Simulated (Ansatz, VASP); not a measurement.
## Y: VASP beside Ansatz

The input POSCAR:

```
Y
1.0
    3.6808463851      0.0000000000      0.0000000000
   -1.8404231926      3.1877064770      0.0000000000
    0.0000000000      0.0000000000      5.7206466204
Y
2
Direct
    0.3333333333      0.6666666667      0.2500000000
    0.6666666667      0.3333333333      0.7500000000
```

The input INCAR.step1:

```
SYSTEM = Y
PREC = Accurate ; ENCUT = 520
ISMEAR = 1 ; SIGMA = 0.3
LREAL = .False. ; LASPH = .True.
NELM = 100 ; NBANDS = 18
GGA = PE ; ALGO = Normal
EDIFF = 1E-4 ; LWAVE = .True.
LCHARG = .False.
```

The input INCAR.step2:

```
SYSTEM = Y
PREC = Accurate ; ENCUT = 520
EDIFF = 1E-7 ; ISMEAR = 1
SIGMA = 0.3 ; LREAL = .False.
LASPH = .True. ; NELM = 100
ALGO = Normal ; ISIF = 2
LWAVE = .False. ; LCHARG = .True.
METAGGA = R2SCAN ; LMIXTAU = .True.
LELF = .True. ; LVHAR = .True.
NBANDS = 18 ; ISTART = 1
```

Contents of KPOINTS:

```
Automatic mesh
0
Gamma
  10 10 6
  0 0 0
```

Input for Ansatz:

```yaml
crystal:
  lattice:
    - [3.6808463851, 0.0, 0.0]
    - [-1.8404231926, 3.187706477, 0.0]
    - [0.0, 0.0, 5.7206466204]
  atoms:
    - { symbol: "Y", position: [0.3333333333, 0.6666666667, 0.25] }
    - { symbol: "Y", position: [0.6666666667, 0.3333333333, 0.75] }
hamiltonian:
  xc: r2scan
  pseudopotentials:
    kind: paw
    azcp:
      "Y": "pseudopotentials/Y.paw.azcp"
basis:
  ecutwfc: 500
  fft_grid_basis: typed
kpoints:
  mp_grid: { grid: [10, 10, 6], shift: [0, 0, 0] }
magnetization:
  spin_polarized: false
scf:
  occupations: { method: methfessel_paxton, width: 0.3 }
  lower_state_search: "off"
output:
  stress: true
```

Alike in both runs: task single point; functional r2SCAN; k mesh 10 × 10 × 6; occupations methfessel-paxton of order 1, width 0.3 eV; no spin polarisation.

|  | VASP | Ansatz |
| --- | --- | --- |
| version | VASP 6.6.1 | Ansatz 0.2.0 |
| potentials or method | VASP PAW PBE potentials, release 64 (Y_sv), cutoff 520 eV | plane waves (500 eV) with PAW, scalar-relativistic |
| valence electrons in the cell | 22 | 22 |

|  | VASP | Ansatz | Ansatz less VASP |
| --- | --- | --- | --- |
| pressure (GPa) | -0.1 | -0.1 | 0.00 |
| traceless stress, the component that is largest in VASP (GPa) | -0.16 | -0.18 | -0.018 |

VASP's potentials were made for PBE, not for r2SCAN. With one functional, cell and mesh, what is left measures potentials, basis and numerics.
